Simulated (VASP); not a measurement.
Write the native input for VASP 6.6.1 that does the following.

```
Task                   : single point
Functional             : SCAN
Potentials or basis    : VASP PAW PBE potentials, release 64 (Fe, Si)
Cutoff                 : 440 eV
k mesh                 : 4 × 4 × 4
Occupations            : gaussian, width 0.03 eV
Spin                   : collinear spin, ferromagnetic start
Starting moments       : [3.0, 3.0, 3.0, 3.0, 0.0, 0.0, 0.0, 0.0] μB
Tolerance level        : standard
Purpose                : a run that is hard to end
Way                    : PBE orbitals, then all bands at once (ALGO All, ISEARCH 1)
Further INCAR settings : ALGO = All; EDIFF = 1e-06
```

The system is FeSi.

```
Fe Si
1.0
     4.55070    0.00000    0.00000
     0.00000    4.55070    0.00000
     0.00000    0.00000    4.55070
Fe Si
4 4
Direct
  0.86348 0.63652 0.36348
  0.63652 0.36348 0.86348
  0.36348 0.86348 0.63652
  0.13652 0.13652 0.13652
  0.15760 0.34240 0.65760
  0.34240 0.65760 0.15760
  0.65760 0.15760 0.34240
  0.84240 0.84240 0.84240
```

These files were run (other wordings do the same):

POSCAR

```
FeSi
1.0
    4.5507000000      0.0000000000      0.0000000000
    0.0000000000      4.5507000000      0.0000000000
    0.0000000000      0.0000000000      4.5507000000
Fe Si
4 4
Direct
    0.8634800000      0.6365200000      0.3634800000
    0.6365200000      0.3634800000      0.8634800000
    0.3634800000      0.8634800000      0.6365200000
    0.1365200000      0.1365200000      0.1365200000
    0.1576000000      0.3424000000      0.6576000000
    0.3424000000      0.6576000000      0.1576000000
    0.6576000000      0.1576000000      0.3424000000
    0.8424000000      0.8424000000      0.8424000000
```

INCAR.step1

```
SYSTEM = FeSi
  ISPIN = 2
  MAGMOM = 3 3 3 3 0 0 0 0
  LORBIT = 11
  ISMEAR = 0
  SIGMA = 0.03
  LWAVE = .True.
  LCHARG = .True.
  ISIF = 2
  NELM = 100
  ALGO = Normal
  PREC = Accurate
  LASPH = .True.
  LREAL = .False.
  EDIFF = 1E-5
  GGA_COMPAT = .False.
  ENCUT = 440
  EFERMI = MIDGAP
  LMAXMIX = 4
  KPAR = 2
  GGA = PE
```

INCAR.step2

```
SYSTEM = FeSi
  METAGGA = SCAN
  ISPIN = 2
  MAGMOM = 3 3 3 3 0 0 0 0
  LORBIT = 11
  ISMEAR = 0
  SIGMA = 0.03
  LWAVE = .False.
  LCHARG = .False.
  ISIF = 2
  NELM = 100
  ALGO = All
  PREC = Accurate
  LASPH = .True.
  LREAL = .False.
  EDIFF = 1E-6
  GGA_COMPAT = .False.
  ENCUT = 440
  EFERMI = MIDGAP
  LMAXMIX = 4
  LMIXTAU = .True.
  KPAR = 2
  ISTART = 1
  ISEARCH = 1
```

KPOINTS

```
k-points
0
Gamma
  4 4 4
```

Potentials or basis: VASP PAW PBE potentials, release 64 (Fe, Si).

Run with:

```sh
$ cat potpaw_PBE.64/Fe/POTCAR potpaw_PBE.64/Si/POTCAR > POTCAR
$ cp INCAR.step1 INCAR
$ mpirun -np 2 vasp_std > vasp.out
$ cp INCAR.step2 INCAR
$ mpirun -np 2 vasp_std > vasp.out
```

It gave:

```yaml
Pressure: -16.4 GPa
Largest_force: 0.152 eV/Å
Net_moment: 4.47 μB per cell
Site_moments: Fe +1.35; Si -0.11 μB
Valence_electrons_inside_the_program's_atomic_spheres: Fe 7.49; Si 1.60
```

Caveat: the cell stands under tension; the PAW data sets were made with another functional, which shifts forces and pressure a little.

Run time: 2.7 min on 2 MPI ranks on AMD EPYC 9R45 (Zen 5) (shared host), peak memory 0.25 GiB a rank.
